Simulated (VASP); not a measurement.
# Zn9O8 (a cell with a defect) in VASP: relaxation of the atoms with LDA

Aim: the relaxation of the atoms of Zn9O8 (a cell with a defect) with LDA.

Program: VASP 6.6.1. These are calculated values, not measurements. Logs are shortened: lines on timing, memory, paths and dates and some standing lists are left out, and cuts for length are marked.

### Step 1. The cell of the first run

The cell holds a defect, 17 atoms: a = 6.438 Å, b = 5.575 Å, c = 5.149 Å, α = 90.00°, β = 90.00°, γ = 90.00°.

### Step 2. Relaxation of the atoms, LDA

Input file INCAR:

```
  PREC = Accurate
  ENCUT = 520
  EDIFF = 1E-6
  ISMEAR = 0
  SIGMA = 0.05
  LREAL = Auto
  LASPH = True
  NELM = 100
  ALGO = Normal
  ISIF = 2
  LWAVE = False
  LCHARG = False
  GGA = CA
  IBRION = 2
  NSW = 80
  EDIFFG = -0.03
  KPAR = 2
  NCORE = 2
```

Input file KPOINTS:

```
regular mesh
0
Gamma
  2 2 2
```

Input file POSCAR:

```
Zn9O8
1.0
   -3.2190000000     -5.5754720000      0.0000000000
    4.8285000000     -2.7877360000      0.0000000000
    0.0000000000      0.0000000000      5.1489000000
Zn O
9 8
Direct
    0.4999999600      0.3333333100      0.0000000000
    0.4999999500      0.6666666300      0.5000000000
    0.2499999600      0.8333333100      0.0000000000
    0.2499999800      0.1666666500      0.5000000000
   -0.0000000100      0.3333333300      0.0000000000
   -0.0000000200      0.6666666500      0.5000000000
    0.7499999300      0.8333332900      0.0000000000
    0.7499999500      0.1666666300      0.5000000000
    0.7592092100      0.6509345000      0.6681748400
    0.4999999600      0.3333333100      0.3816000000
    0.4999999500      0.6666666300      0.8816000000
    0.2499999600      0.8333333100      0.3816000000
    0.2499999800      0.1666666500      0.8816000000
   -0.0000000100      0.3333333300      0.3816000000
   -0.0000000200      0.6666666500      0.8816000000
    0.7499999300      0.8333332900      0.3816000000
    0.7499999500      0.1666666300      0.8816000000
```

Potentials or basis: VASP PAW LDA potentials, release 64 (Zn, O).

The run is started by

```
$ cat potpaw_LDA.64/Zn/POTCAR potpaw_LDA.64/O/POTCAR > POTCAR
$ mpirun -np 4 vasp_std > vasp.out
```

OUTCAR:

```text
PREC = Accurate
   ENCUT = 520
   EDIFF = 1E-6
   ISMEAR = 0
   LREAL = Auto
   LASPH = True
   NELM = 100
   ISIF = 2
   GGA = CA
   IBRION = 2
   NSW = 80
   EDIFFG = -0.03

 ion  position               nearest neighbor table
   1  0.500  0.333  0.000-  11 1.96  17 1.96  13 1.96  10 1.96   9 2.97
   2  0.500  0.667  0.500-   9 1.88  10 1.96  12 1.96  16 1.96  11 1.96
   3  0.250  0.833  0.000-  11 1.96  15 1.96  13 1.96  12 1.96
   4  0.250  0.167  0.500-  14 1.96  10 1.96  12 1.96  13 1.96
   5  1.000  0.333  0.000-  15 1.96  13 1.96  17 1.96  14 1.96   9 2.91
   6  1.000  0.667  0.500-   9 1.78  14 1.96  12 1.96  16 1.96  15 1.96
   7  0.750  0.833  0.000-  11 1.96  17 1.96  15 1.96  16 1.96   9 1.99
   8  0.750  0.167  0.500-  10 1.96  16 1.96  14 1.96  17 1.96   9 2.84   9 3.00
   9  0.759  0.651  0.668-   6 1.78  16 1.79   2 1.88  15 1.90   7 1.99  11 2.00   8 2.84   5 2.91
                             1 2.97   8 3.00
  10  0.500  0.333  0.382-   2 1.96   8 1.96   4 1.96   1 1.96
  11  0.500  0.667  0.882-   1 1.96   3 1.96   7 1.96   2 1.96   9 2.00
  12  0.250  0.833  0.382-   2 1.96   6 1.96   4 1.96   3 1.96
  13  0.250  0.167  0.882-   5 1.96   1 1.96   3 1.96   4 1.96
  14  1.000  0.333  0.382-   6 1.96   4 1.96   8 1.96   5 1.96
  15  1.000  0.667  0.882-   9 1.90   5 1.96   3 1.96   7 1.96   6 1.96
  16  0.750  0.833  0.382-   9 1.79   2 1.96   8 1.96   6 1.96   7 1.96
  17  0.750  0.167  0.882-   1 1.96   7 1.96   5 1.96   8 1.96

  LATTYP: Found a simple orthorhombic cell.
 ALAT       =     5.1489000000
 B/A-ratio  =     1.0828471445
 C/A-ratio  =     1.2503642312

  Lattice vectors:

 A1 = (   0.0000000000,   0.0000000000,  -5.1489000000)
 A2 = (   4.8285000000,  -2.7877360000,   0.0000000000)
 A3 = (  -3.2190000000,  -5.5754720000,   0.0000000000)

Analysis of symmetry for initial positions (statically):
=====================================================================
 Subroutine PRICEL returns:
 Original cell was already a primitive cell.

 Routine SETGRP: Setting up the symmetry group for a
 simple orthorhombic supercell.

 Subroutine GETGRP returns: Found  1 space group operations
 (whereof  1 operations were pure point group operations)
 out of a pool of  8 trial point group operations.

The static configuration has the point symmetry C_1 .

Analysis of symmetry for dynamics (positions and initial velocities):
=====================================================================
 Subroutine PRICEL returns:
 Original cell was already a primitive cell.

 Routine SETGRP: Setting up the symmetry group for a
 simple orthorhombic supercell.

 Subroutine GETGRP returns: Found  1 space group operations
[... 141 lines left out ...]
   GGA     = CA    functional components
   LHFCALC =     F    Hartree Fock is set to
   AEXX    =    0.0000 exact exchange contribution
   IVDW    =     0    specifies the selected vdW correction
   LEPSILON=     F    determine dielectric tensor
   LRPA    =     F    only Hartree local field effects (RPA)
 conjugate gradient relaxation of ions
 non-spin polarized calculation
 Gauss-broadening in eV      SIGMA  =   0.05
  energy-cutoff  :      520.00
  volume of cell :      184.82
 maximum number of plane-waves:      5004
 NGX is ok and might be reduce to    48
   NGX = 23   NGY = 21   NGZ = 19

--------------------------------------- Ionic step        1  -------------------------------------------

 number of electron     156.0000060 magnetization

 Free energy of the ion-electron system (eV)
  ---------------------------------------------------
  ext. energy  EPLUGINS =         0.00000000
  ---------------------------------------------------
  free energy    TOTEN  =       -76.21726625 eV

  energy without entropy =      -76.20952673  energy(sigma->0) =      -76.21339649

------------------------ aborting loop because EDIFF is reached ----------------------------------------

  FORCE on cell =-STRESS in cart. coord.  units (eV):
  Direction    XX          YY          ZZ          XY          YZ          ZX
  --------------------------------------------------------------------------------------
  -------------------------------------------------------------------------------------
  Total       21.0255222     36.0140156     33.9816088     12.8260775      1.8041577      2.6855110
  in kB      182.2679481    312.2015547    294.5828430    111.1878608     15.6400454     23.2804004
  external PRESSURE =     263.0174486 kB  Pullay stress =       0.0000000 kB
[... 134 lines left out ...]
  FREE ENERGIE OF THE ION-ELECTRON SYSTEM (eV)
  ---------------------------------------------------
  free  energy   TOTEN  =       -80.3806909479 eV

  energy  without entropy=      -80.3708847519  energy(sigma->0) =      -80.37578785

[... ionic steps 4 to 72 ...]

--------------------------------------- Ionic step       73  -------------------------------------------

 number of electron     156.0000069 magnetization

------------------------ aborting loop because EDIFF is reached ----------------------------------------
[... 97 lines left out ...]
--------------------------------------- Ionic step       75  -------------------------------------------

 number of electron     156.0000076 magnetization

 Free energy of the ion-electron system (eV)
  ---------------------------------------------------
  ext. energy  EPLUGINS =         0.00000000
  ---------------------------------------------------
  free energy    TOTEN  =       -82.51851321 eV

  energy without entropy =      -82.51851321  energy(sigma->0) =      -82.51851321

 E-fermi :   4.1433     XC(G=0): -12.0564

 val. band max:        3.9463584642   @ k =   0.5000   0.5000   0.0000
 cond. band min:       4.3402752649   @ k =   0.5000   0.0000   0.0000
 fundamental gap:      0.3939168007
 Fermi energy:         4.1433249714

 k-point     1 :       0.0000    0.0000    0.0000
  band No.  band energies     occupation
      1     -16.8301      2.00000
      2     -16.1717      2.00000
      3     -16.0804      2.00000
      4     -15.9831      2.00000
      5     -15.7609      2.00000
      6     -15.4392      2.00000
[... 733 lines left out ...]
     89      10.0513      0.00000
     90      10.2685      0.00000
 [bands above 90 left out]

------------------------ aborting loop because EDIFF is reached ----------------------------------------

  FORCE on cell =-STRESS in cart. coord.  units (eV):
  Direction    XX          YY          ZZ          XY          YZ          ZX
  --------------------------------------------------------------------------------------
  -------------------------------------------------------------------------------------
  Total       16.1525452     13.1505075     22.4495912     -0.2338907     -0.0914240     -0.0139102
  in kB      140.0246441    114.0003090    194.6130465     -2.0275730     -0.7925445     -0.1205863
  external PRESSURE =     149.5459999 kB  Pullay stress =       0.0000000 kB
[... 32 lines left out ...]
  FREE ENERGIE OF THE ION-ELECTRON SYSTEM (eV)
  ---------------------------------------------------
  free  energy   TOTEN  =       -82.5185132080 eV

  energy  without entropy=      -82.5185132067  energy(sigma->0) =      -82.51851321

 reached required accuracy - stopping structural energy minimisation
```

CONTCAR:

```text
Zn9O8
   1.00000000000000
    -3.2189999999999999   -5.5754720000000004    0.0000000000000000
     4.8285000000000000   -2.7877360000000002    0.0000000000000000
     0.0000000000000000    0.0000000000000000    5.1489000000000003
  Zn              O
     9     8
Direct
     0.4935550679408903    0.3422586547488722    0.0073480434744140
     0.4901928523080663    0.6708461734046351    0.4884203140170929
     0.2501528623297017    0.8359737418202546    0.9953791156456736
     0.2600779666829345    0.1564964455042374    0.4952887218505375
     0.0298454559032570    0.3037712003115960    0.0019028936727078
     0.9875691610307099    0.6706047518990012    0.3935851803292039
[... 9 lines left out ...]
     0.7119516767819665    0.8742758551992498    0.3681544001823569
     0.7530125473000766    0.1956210474165946    0.8741365505558112

  0.00000000E+00  0.00000000E+00  0.00000000E+00
  0.00000000E+00  0.00000000E+00  0.00000000E+00
  0.00000000E+00  0.00000000E+00  0.00000000E+00
  0.00000000E+00  0.00000000E+00  0.00000000E+00
  0.00000000E+00  0.00000000E+00  0.00000000E+00
  0.00000000E+00  0.00000000E+00  0.00000000E+00
[... 9 lines left out ...]
  0.00000000E+00  0.00000000E+00  0.00000000E+00
  0.00000000E+00  0.00000000E+00  0.00000000E+00
```

It took 52 min on 4 MPI ranks of Oxide Virtual Turin-like, shared host; peak memory 0.18 GiB.

What came out:

```
Free energy                  : -82.5185 eV
Energy gained by relaxing    : 370.7 meV/atom
Ionic steps                  : 75
Pressure after relaxing      : 15.0 GPa
Largest force after relaxing : 0.029 eV/Å
Band gap on the k mesh       : 0.39 eV
```

Forces in eV/Å, atoms in the order of the input:
```
Zn   0.006  0.015 -0.012
Zn   0.003  0.002 -0.003
Zn  -0.001  0.003 -0.005
Zn   0.007 -0.001 -0.002
Zn   0.002  0.008  0.005
Zn  -0.016  0.010 -0.012
Zn   0.002 -0.002  0.020
Zn   0.000 -0.004 -0.015
Zn   0.009 -0.010  0.003
O   -0.010 -0.007 -0.006
O    0.006  0.002  0.002
O   -0.001 -0.012 -0.008
O   -0.005  0.007  0.005
O   -0.009 -0.003 -0.007
O    0.011 -0.001  0.007
O   -0.012 -0.010  0.025
O    0.007  0.003  0.003
```

Stress tensor (GPa, compression positive):
```
14.00 -0.20 -0.01
-0.20 11.40 -0.08
-0.01 -0.08 19.46
```

Step by step:
```csv
step,energy change (eV),largest force (eV/Å),pressure (GPa)
1,0.0000,14.6888,26.30
3,-4.1634,3.9384,18.80
5,-5.0197,2.4577,16.48
7,-5.4059,1.1382,14.90
9,-5.5683,0.8131,14.41
11,-5.6652,0.4799,14.08
13,-5.7409,0.3332,13.79
15,-5.7696,0.2038,13.76
17,-5.7791,0.1202,13.78
19,-5.7880,0.0964,13.84
21,-5.7944,0.0986,13.92
23,-5.7967,0.0566,13.92
25,-5.7988,0.0540,13.95
27,-5.8010,0.0832,14.00
29,-5.8033,0.2034,14.19
31,-5.8062,0.1016,14.12
33,-5.8087,0.1079,14.21
35,-5.8166,0.1896,14.40
37,-5.8176,0.2429,14.49
39,-5.8258,0.3238,14.59
41,-5.8299,1.0333,14.89
43,-5.8447,0.5911,14.79
45,-5.8811,1.1243,14.85
47,-5.9388,1.2277,14.77
49,-5.9423,1.2471,14.78
51,-6.0458,0.5581,14.62
53,-6.0814,0.7878,14.60
55,-6.1553,0.4800,14.69
57,-6.2308,0.4934,14.72
59,-6.2646,0.2014,14.96
61,-6.2791,0.1810,14.97
63,-6.2880,0.2126,15.01
65,-6.2942,0.1035,14.98
67,-6.2972,0.0758,14.97
69,-6.2991,0.0812,14.98
71,-6.3003,0.0444,14.97
73,-6.3007,0.0338,14.97
75,-6.3012,0.0294,14.95
```

Final structure:
```xyz
17
Lattice="-3.2190 -5.5755 0.0000 4.8285 -2.7877 0.0000 0.0000 0.0000 5.1489" Properties=species:S:1:pos:R:3 pbc="T T T"
Zn    0.0638   -3.7059    0.0378
Zn    1.6612   -4.6032    2.5148
Zn    3.2313   -3.7252    5.1251
Zn   -0.0815   -1.8863    2.5502
Zn    1.3707   -1.0132    0.0098
Zn    0.0590   -7.3756    2.0265
Zn    1.9539   -6.4703    0.0350
Zn   -1.4950   -4.7044    2.4838
Zn    0.0717   -6.0331    3.7918
O     0.0744   -3.6868    1.9259
O     1.6483   -4.6304    4.5195
O     3.2191   -3.7146    1.9470
O    -0.1083   -1.9440    4.4687
O     1.3855   -0.9169    1.8718
O     0.0708   -7.3926    0.0503
O     1.9297   -6.4067    1.8956
O    -1.4794   -4.7437    4.5008
```

Levels at points of the mesh, in eV from the valence-band top:
```
           k point  band 76  band 77  band 78  band 79  band 80  band 81
(0.00, 0.00, 0.00)    -2.25    -2.18    -2.12     1.41     2.42     2.66
(0.50, 0.00, 0.00)    -2.66    -2.56    -0.58     0.39     2.40     3.27
(0.00, 0.50, 0.00)    -2.67    -2.61    -0.33     0.63     2.09     2.73
(0.50, 0.50, 0.00)    -2.91    -2.88     0.00     1.47     1.63     2.17
(0.00, 0.00, 0.50)    -2.45    -2.34    -0.50     0.63     2.38     2.57
(0.50, 0.00, 0.50)    -2.91    -2.66    -0.28     1.54     1.78     2.42
(0.00, 0.50, 0.50)    -2.90    -2.84    -0.45     1.61     1.95     2.05
(0.50, 0.50, 0.50)    -3.03    -2.76    -0.33     1.96     2.09     2.64
```

Caveat: the k points lie up to 0.61 Å⁻¹ apart.
